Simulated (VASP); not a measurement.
# Rb (P6/mmm) in VASP: further runs

Runs on Rb. Level: PBE. Tasks: single point.

Program: VASP 6.6.1. These are calculated values, not measurements. Logs are shortened: lines on timing, memory, paths and dates and some standing lists are left out, and cuts for length are marked.

### 1 The cell of the first run

It takes space group P6/mmm (No. 191, hexagonal). The conventional cell has a = 3.599 Å, b = 3.599 Å, c = 3.383 Å, α = 90.00°, β = 90.00°, γ = 120.00°. Within 4.4 Å of Rb (site symmetry 6/mmm) lie 8 Rb at 3.38 to 3.60 Å.

This isn't the form of Rb at room conditions, which is bcc.

### 2 Single point, PBE

Input file INCAR:

```
ALGO = Normal ; EDIFF = 1E-6
ENCUT = 520 ; GGA = PE
ISIF = 2 ; ISMEAR = -1
LASPH = True ; LCHARG = False
LREAL = False ; LWAVE = False
NBANDS = 10 ; NELM = 60
PREC = Accurate ; SIGMA = 0.05
```

Input file KPOINTS:

```
k-points
0
Gamma
  9 9 8
```

Input file POSCAR:

```
Rb
1.0
    3.5990613790      0.0000000000      0.0000000000
   -1.7995306895      3.1168785840      0.0000000000
    0.0000000000      0.0000000000      3.3831176962
Rb
1
Direct
    0.0000000000      0.0000000000      0.0000000000
```

Potentials or basis: VASP PAW PBE potentials, release 64 (Rb_sv).

The run is started by

```
$ cat potpaw_PBE.64/Rb_sv/POTCAR > POTCAR
$ mpirun -np 1 vasp_std > vasp.out
```

OUTCAR:

```text
EDIFF = 1E-6
   ENCUT = 520
   GGA = PE
   ISIF = 2
   ISMEAR = -1
   LASPH = True
   LREAL = False
   NELM = 60
   PREC = Accurate

 ion  position               nearest neighbor table
   1  0.000  0.000  0.000-

  LATTYP: Found a hexagonal cell.
 ALAT       =     3.5990613790
 C/A-ratio  =     0.9400000000

  Lattice vectors:

 A1 = (   3.5990613790,   0.0000000000,   0.0000000000)
 A2 = (  -1.7995306895,   3.1168785840,   0.0000000000)
 A3 = (   0.0000000000,   0.0000000000,   3.3831176962)

Analysis of symmetry for initial positions (statically):
=====================================================================
 Subroutine PRICEL returns:
 Original cell was already a primitive cell.

 Routine SETGRP: Setting up the symmetry group for a
 hexagonal supercell.

 Subroutine GETGRP returns: Found 24 space group operations
 (whereof 24 operations were pure point group operations)
 out of a pool of 24 trial point group operations.

The static configuration has the point symmetry D_6h.

Analysis of symmetry for dynamics (positions and initial velocities):
=====================================================================
 Subroutine PRICEL returns:
 Original cell was already a primitive cell.

 Routine SETGRP: Setting up the symmetry group for a
 hexagonal supercell.

 Subroutine GETGRP returns: Found 24 space group operations
 (whereof 24 operations were pure point group operations)
 out of a pool of 24 trial point group operations.

The dynamic configuration has the point symmetry D_6h.

 Subroutine INISYM returns: Found 24 space group operations
 (whereof 24 operations are pure point group operations),
 and found     1 'primitive' translations

----------------------------------------------------------------------------------------

                                     Primitive cell

  volume of cell :      37.9513

  direct lattice vectors                    reciprocal lattice vectors
     3.599061379  0.000000000  0.000000000     0.277850221  0.160416900  0.000000000
    -1.799530690  3.116878584  0.000000000     0.000000000  0.320833800  0.000000000
     0.000000000  0.000000000  3.383117696     0.000000000  0.000000000  0.295585342

  length of vectors
     3.599061379  3.599061379  3.383117696     0.320833800  0.320833800  0.295585342

  position of ions in fractional coordinates (direct lattice)
     0.000000000  0.000000000  0.000000000

  ion indices of the primitive-cell ions
   primitive index   ion index
[... 72 lines left out ...]
   NELM   =     60;   NELMIN=  2; NELMDL= -5     # of ELM steps
   EDIFF  = 0.1E-05   stopping-criterion for ELM
   LREAL  =      F    real-space projection
   EDIFFG = 0.1E-04   stopping-criterion for IOM
   NSW    =      0    number of steps for IOM
   IBRION =     -1    ionic relax: 0-MD 1-quasi-New 2-CG
   NFREE  =      0    steps in history (QN), initial steepest desc. (CG)
   ISIF   =      2    stress and relaxation
   ISYM   =      2    0-nonsym 1-usesym 2-fastsym
   POTIM  = 0.5000    time-step for ionic-motion
   TEBEG  =    0.0;   TEEND  =   0.0 temperature during run
   PSTRESS=    0.0 pullay stress
   NELECT =       9.0000    total number of electrons
   NUPDOWN=      -1.0000    fix difference up-down
   EMIN   =  10.00;   EMAX   =-10.00  energy-range for DOS
   EFERMI =   0.00;   METHOD = LEGACY
   ISMEAR =    -1;   SIGMA  =   0.05  broadening in eV -4-tet -1-fermi 0-gaus
   EFERMI_NEDOS =   21; number of points for ismear=-14 and -15
   IALGO  =     38    algorithm
   IMIX   =      4    mixing-type and parameters
     AMIX     =   0.40;   BMIX     =  1.00
     AMIX_MAG =   1.60;   BMIX_MAG =  1.00
  volume/ion in A,a.u.               =      37.95       256.11
  Fermi-wavevector in a.u.,A,eV,Ry     =   1.013321  1.914898 13.970719  1.026819
  Thomas-Fermi vector in A             =   2.146483
   LORBIT       =      0    0 simple, 1 ext, 2 COOP (PROOUT), +10 PAW based schemes
   GGA     = PE    functional components
[... 5 lines left out ...]
 non-spin polarized calculation
  energy-cutoff  :      520.00
  volume of cell :       37.95
 maximum number of plane-waves:      1056
 NGX is ok and might be reduce to    28
   NGX = 13   NGY = 13   NGZ = 13

 number of electron       9.0000000 magnetization

 Free energy of the ion-electron system (eV)
  ---------------------------------------------------
  ext. energy  EPLUGINS =         0.00000000
  ---------------------------------------------------
  free energy    TOTEN  =         0.08934304 eV

  energy without entropy =        0.10638832  energy(sigma->0) =        0.09786568

 E-fermi :   2.9923     XC(G=0):  -8.1229

 val. band max:        2.9762147348   @ k =   0.3333   0.0000   0.3750
 cond. band min:       3.0051586236   @ k =   0.1111   0.1111   0.3750
 fundamental gap:      0.0289438888
 Fermi energy:         2.9922984534

 k-point     1 :       0.0000    0.0000    0.0000
  band No.  band energies     occupation
      1     -26.2625      2.00000
      2      -9.6944      2.00000
      3      -9.6944      2.00000
      4      -9.6031      2.00000
      5       0.1472      2.00000
      6       5.0131      0.00000
      7       7.1820      0.00000
      8       7.1820      0.00000
      9      11.7884      0.00000
     10      12.3990      0.00000
[... 287 lines left out ...]
 k-point    24 :       0.3333    0.3333    0.1250
  band No.  band energies     occupation
      1     -26.0367      2.00000
      2     -10.6658      2.00000
      3     -10.6658      2.00000
      4      -9.6273      2.00000
      5       4.6558      0.00000
      6       4.6558      0.00000
      7       6.0158      0.00000
      8       8.4894      0.00000
      9       8.4894      0.00000
     10      11.1048      0.00000

 [... further k-points ...]

------------------------ aborting loop because EDIFF is reached ----------------------------------------

  FORCE on cell =-STRESS in cart. coord.  units (eV):
  Direction    XX          YY          ZZ          XY          YZ          ZX
  --------------------------------------------------------------------------------------
  -------------------------------------------------------------------------------------
  Total        2.2550798      2.2550798      2.1643816      0.0000000     -0.0000000      0.0000000
  in kB       95.2020383     95.2020383     91.3730583      0.0000000     -0.0000000      0.0000000
  external PRESSURE =      93.9257116 kB  Pullay stress =       0.0000000 kB

 VOLUME and BASIS-vectors are now :
 -----------------------------------------------------------------------------
  energy-cutoff  :      520.00
  volume of cell :       37.95
      direct lattice vectors                 reciprocal lattice vectors
     3.599061379  0.000000000  0.000000000     0.277850221  0.160416900  0.000000000
    -1.799530690  3.116878584  0.000000000     0.000000000  0.320833800  0.000000000
     0.000000000  0.000000000  3.383117696     0.000000000  0.000000000  0.295585342

 POSITION                                       TOTAL-FORCE (eV/Angst)
 -----------------------------------------------------------------------------------
      0.00000      0.00000      0.00000         0.000000      0.000000      0.000000
 -----------------------------------------------------------------------------------
    total drift:                               -0.000000     -0.000000     -0.000000

  FREE ENERGIE OF THE ION-ELECTRON SYSTEM (eV)
  ---------------------------------------------------
  free  energy   TOTEN  =         0.0893430354 eV

  energy  without entropy=        0.1063883213  energy(sigma->0) =        0.09786568
```

OSZICAR:

```text
N       E                     dE             d eps       ncg     rms          rms(c)
DAV:   1     0.318192104532E+02    0.31819E+02   -0.40908E+03  1200   0.751E+02
DAV:   2     0.128563978190E+01   -0.30534E+02   -0.29936E+02  1454   0.136E+02
DAV:   3     0.938315153860E-01   -0.11918E+01   -0.11778E+01  1572   0.239E+01
DAV:   4     0.675796884886E-01   -0.26252E-01   -0.26187E-01  1524   0.310E+00
DAV:   5     0.668065009710E-01   -0.77319E-03   -0.77276E-03  1624   0.376E-01    0.333E+00
DAV:   6     0.855967424177E-01    0.18790E-01   -0.27612E-02  1326   0.943E-01    0.211E+00
DAV:   7     0.891945482941E-01    0.35978E-02   -0.39125E-02  1564   0.112E+00    0.329E-01
DAV:   8     0.893367764054E-01    0.14223E-03   -0.29838E-03  1300   0.396E-01    0.330E-02
DAV:   9     0.893449155249E-01    0.81391E-05   -0.14278E-04  1486   0.756E-02    0.185E-02
DAV:  10     0.893432815625E-01   -0.16340E-05   -0.75461E-06  1428   0.198E-02    0.414E-03
DAV:  11     0.893430353625E-01   -0.24620E-06   -0.25874E-07   738   0.410E-03
   1 F= 0.89343035E-01 E0= 0.97865678E-01  d E =-.170453E-01
```

stdout:

```text
POSCAR found type information on POSCAR Rb
 POSCAR found :  1 types and       1 ions
 scaLAPACK will be used
 LDA part: xc-table for (Slater+PW92), standard interpolation
 POSCAR, INCAR and KPOINTS ok, starting setup
 FFT: planning ... GRIDC
 FFT: planning ... GRID_SOFT
 FFT: planning ... GRID
 WAVECAR not read
 entering main loop
```

Run time: 7.1 s. Hardware: 1 thread of Intel Xeon 6975P-C (Granite Rapids), shared host; peak memory 0.16 GiB.

Results:

```yaml
Free_energy: 0.0893 eV
Pressure: 9.4 GPa
Band_gap_on_the_k_mesh: zero (an odd number of electrons rules out a gap without spin polarisation)
```

Levels at points of the mesh, in eV from the Fermi level:
```tsv
k point	band 2	band 3	band 4	band 5	band 6	band 7	band 8	band 9
(0.00, 0.00, 0.00)	-12.69	-12.69	-12.60	-2.85	2.02	4.19	4.19	8.80
(0.00, 0.00, 0.50)	-14.13	-12.54	-12.54	0.30	1.44	5.20	5.20	5.94
```

Caveat: the cell stands under pressure.

### 3 Single point, PBE (37.95 Å³/atom)

Input file INCAR:

```
SYSTEM = Rb
PREC = Accurate
ENCUT = 520
EDIFF = 1E-6
ISMEAR = -1
SIGMA = 0.05
LREAL = .FALSE.
LASPH = .TRUE.
NELM = 80
ALGO = Normal
ISIF = 2
LWAVE = .FALSE.
LCHARG = .FALSE.
GGA = PE
NBANDS = 10
```

Input file KPOINTS:

```
regular mesh
0
G
  9 9 8
  0 0 0
```

POSCAR is that of step 2.

Potentials or basis: VASP PAW PBE potentials, release 64 (Rb_sv).

The run is started by

```
$ cat potpaw_PBE.64/Rb_sv/POTCAR > POTCAR
$ mpirun -np 1 vasp_std > vasp.out
```

Run time: 7.1 s. Hardware: 1 thread of Intel Xeon 6975P-C (Granite Rapids), shared host; peak memory 0.16 GiB.

Results (log left out):

- Free energy: 0.0893 eV
- Pressure: 9.4 GPa
- Band gap on the k mesh: zero (an odd number of electrons rules out a gap without spin polarisation)

Stress tensor (GPa, compression positive):
```
9.52 0.00 0.00
0.00 9.52 0.00
0.00 0.00 9.14
```

Levels at points of the mesh, in eV from the Fermi level:
```
           k point  band 1  band 2  band 3  band 4  band 5  band 6  band 7  band 8  band 9  band 10
(0.00, 0.00, 0.00)  -29.25  -12.69  -12.69  -12.60   -2.85    2.02    4.19    4.19    8.80     9.41
(0.00, 0.00, 0.50)  -29.09  -14.13  -12.54  -12.54    0.30    1.44    5.20    5.20    5.94     5.94
```

Caveat: the cell stands under pressure.

### 4 Single point, PBE

This run uses another cell than the first one, of 42.70 Å³/atom.

Input file INCAR:

```
ALGO     = Normal         # electronic algorithm
EDIFF    = 1E-7           # SCF threshold, eV
ENCUT    = 520            # plane-wave cutoff, eV
GGA      = PE             # functional
ISIF     = 2              # what is computed and relaxed
ISMEAR   = -1             # smearing method
LASPH    = T              # aspherical terms in the spheres
LCHARG   = T              # write CHGCAR
LELF     = T              # ELF
LREAL    = F              # projectors in reciprocal space
LVHAR    = T            
LWAVE    = F              # write WAVECAR
NBANDS   = 10             # bands
NELM     = 80             # most SCF steps
PREC     = Accurate       # precision mode
SIGMA    = 0.05           # smearing width, eV
```

Input file KPOINTS:

```
k-points
0
Gamma
  9 9 8
```

Input file POSCAR:

```
Rb
1.0
    3.7431746763      0.0000000000      0.0000000000
   -1.8715873382      3.2416843605      0.0000000000
    0.0000000000      0.0000000000      3.5185841957
Rb
1
Direct
    0.0000000000      0.0000000000      0.0000000000
```

The run is started by

```
$ cat potpaw_PBE.64/Rb_sv/POTCAR > POTCAR
$ mpirun -np 1 vasp_std > vasp.out
```

Run time: 8.8 s. Hardware: 1 thread of Intel Xeon 6975P-C (Granite Rapids), shared host; peak memory 0.16 GiB.

The run converged. Its results:

| Quantity | Value |
| --- | --- |
| Free energy | -0.1636 eV |
| Pressure | 7.7 GPa |
| Band gap on the k mesh | zero (an odd number of electrons rules out a gap without spin polarisation) |

Stress tensor (GPa, compression positive):
```
7.84 0.00 0.00
0.00 7.84 0.00
0.00 0.00 7.38
```

Levels at points of the mesh, in eV from the Fermi level:
```csv
k point,band 2,band 3,band 4,band 5,band 6,band 7,band 8,band 9
"(0.00, 0.00, 0.00)",-12.76,-12.76,-12.69,-2.85,2.09,4.10,4.10,8.34
"(0.00, 0.00, 0.50)",-13.87,-12.65,-12.65,0.10,1.08,5.02,5.02,5.67
```

Caveat: the cell stands under pressure.

### 5 Single point, PBE (42.70 Å³/atom)

This run uses another cell than the first one, of 42.70 Å³/atom.

Input file INCAR:

```
SYSTEM = Rb
PREC = Accurate ; ENCUT = 520
EDIFF = 1E-7 ; ISMEAR = -1
SIGMA = 0.05 ; LREAL = .FALSE.
LASPH = .TRUE. ; NELM = 80
ALGO = Normal ; ISIF = 2
LWAVE = .FALSE. ; LCHARG = .FALSE.
GGA = PE ; NBANDS = 10
```

Input file KPOINTS:

```
Automatic mesh
0
G
  9 9 8
  0 0 0
```

POSCAR is that of step 4.

The run is started by

```
$ cat potpaw_PBE.64/Rb_sv/POTCAR > POTCAR
$ mpirun -np 1 vasp_std > vasp.out
```

Wall time 8.4 s (1 thread of Intel Xeon 6975P-C (Granite Rapids), shared host); peak memory 0.16 GiB.

It converged, with:

| Item | Value |
| --- | --- |
| Free energy | -0.1636 eV |
| Pressure | 7.7 GPa |
| Band gap on the k mesh | zero (an odd number of electrons rules out a gap without spin polarisation) |

Stress tensor (GPa, compression positive):
```
7.84 0.00 0.00
0.00 7.84 0.00
0.00 0.00 7.38
```

Levels at points of the mesh, in eV from the Fermi level:
| k point | band 3 | band 4 | band 5 | band 6 | band 7 | band 8 |
| --- | --- | --- | --- | --- | --- | --- |
| (0.00, 0.00, 0.00) | -12.76 | -12.69 | -2.85 | 2.09 | 4.10 | 4.10 |
| (0.00, 0.00, 0.50) | -12.65 | -12.65 | 0.10 | 1.08 | 5.02 | 5.02 |

Caveat: the cell stands under pressure.

### 6 Single point, PBE

This run uses another cell than the first one, of 52.18 Å³/atom.

Input file INCAR:

```
SYSTEM = Rb
PREC = Accurate
ENCUT = 520
EDIFF = 1E-6
ISMEAR = -1
SIGMA = 0.05
LREAL = .False.
LASPH = .True.
NELM = 100
ALGO = Normal
ISIF = 2
LWAVE = .False.
LCHARG = .True.
GGA = PE
LELF = .True.
LVHAR = .True.
NBANDS = 10
```

Input file KPOINTS:

```
regular mesh
0
Gamma
  9 9 8
  0 0 0
```

Input file POSCAR:

```
Rb
1.0
    4.0021204258      0.0000000000      0.0000000000
   -2.0010602129      3.4659379578      0.0000000000
    0.0000000000      0.0000000000      3.7619932002
Rb
1
Direct
    0.0000000000      0.0000000000      0.0000000000
```

Potentials or basis: VASP PAW PBE potentials, release 64 (Rb_sv).

The run is started by

```
$ cat potpaw_PBE.64/Rb_sv/POTCAR > POTCAR
$ mpirun -np 1 vasp_std > vasp.out
```

Wall time 8.5 s (1 thread of Intel Xeon 6975P-C (Granite Rapids), shared host); peak memory 0.17 GiB.

The run converged. Its results:

```yaml
Free_energy: -0.5184 eV
Pressure: 4.4 GPa
Band_gap_on_the_k_mesh: zero (an odd number of electrons rules out a gap without spin polarisation)
```

Stress tensor (GPa, compression positive):
```
4.59 0.00 0.00
0.00 4.59 0.00
0.00 0.00 4.16
```

Levels at points of the mesh, in eV from the Fermi level:
```
           k point  band 1  band 2  band 3  band 4  band 5  band 6  band 7  band 8  band 9
(0.00, 0.00, 0.00)  -29.06  -12.88  -12.88  -12.85   -2.75    2.18    3.92    3.92    7.61
(0.00, 0.00, 0.50)  -29.00  -13.56  -12.82  -12.82   -0.13    0.63    4.71    4.71    5.25
```

Caveat: the cell stands under pressure.

### 7 Overview

| cell | gap on the mesh (eV) | pressure (GPa) |
| --- | --- | --- |
| a = 3.599, b = 3.599, c = 3.383 Å, angles 90.0, 90.0, 120.0°, 1 atom | none | 9.4 |
| a = 3.743, b = 3.743, c = 3.519 Å, angles 90.0, 90.0, 120.0°, 1 atom | none | 7.7 |
| a = 4.002, b = 4.002, c = 3.762 Å, angles 90.0, 90.0, 120.0°, 1 atom | none | 4.4 |

Alike in all rows: task single point; level PBE; potentials or basis VASP PAW PBE potentials, release 64 (Rb_sv); no spin polarisation; k mesh 9 × 9 × 8; cutoff (eV) 520; smearing fermi-dirac 0.05 eV.

Caveats: the cell stands under pressure.

Absolute energies hang on the potentials; compare differences alone.
